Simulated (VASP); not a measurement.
A run of VASP 6.6.1:

File INCAR:

```
ALGO     = Normal         # electronic algorithm
EDIFF    = 1E-6           # SCF threshold, eV
ENCUT    = 520            # plane-wave cutoff, eV
GGA      = PS             # functional
ISIF     = 2              # what is computed and relaxed
ISMEAR   = -1             # smearing method
LASPH    = True           # aspherical terms in the spheres
LCHARG   = False          # write CHGCAR
LREAL    = False          # projectors in reciprocal space
LWAVE    = False          # write WAVECAR
NBANDS   = 21             # bands
NELM     = 100            # most SCF steps
PREC     = Accurate       # precision mode
SIGMA    = 0.03           # smearing width, eV
```

KPOINTS

```
k-points
0
Gamma
  6 6 6
```

Contents of POSCAR:

```
Li3H3N2
1.0
    1.7815570907      1.0285824659      4.2493805988
   -1.7815570907      1.0285824659      4.2493805988
    0.0000000000     -2.0571649317      4.2493805988
Li H N
3 3 2
Direct
    0.8996845997      0.8996845997      0.8996845997
    0.5000000000      0.5000000000      0.5000000000
    0.1003154003      0.1003154003      0.1003154003
    0.5000000000      0.0000000000      0.5000000000
    0.5000000000      0.5000000000      0.0000000000
    0.0000000000      0.5000000000      0.5000000000
    0.2637097144      0.2637097144      0.2637097144
    0.7362902856      0.7362902856      0.7362902856
```

Potentials or basis: VASP PAW PBE potentials, release 64 (Li_sv, H, N).

Run with:

```sh
$ cat potpaw_PBE.64/Li_sv/POTCAR potpaw_PBE.64/H/POTCAR potpaw_PBE.64/N/POTCAR > POTCAR
$ mpirun -np 1 vasp_std > vasp.out
```

Hardware: 1 thread of AMD EPYC 9R45 96-Core Processor (Zen 5) (shared host).

Task: How long does it take, and how much memory?

Result: Wall time 32 s on 1 thread of AMD EPYC 9R45 96-Core Processor (Zen 5) (shared host), peak memory 0.17 GiB. Counts: scf iterations 13, k points 32.
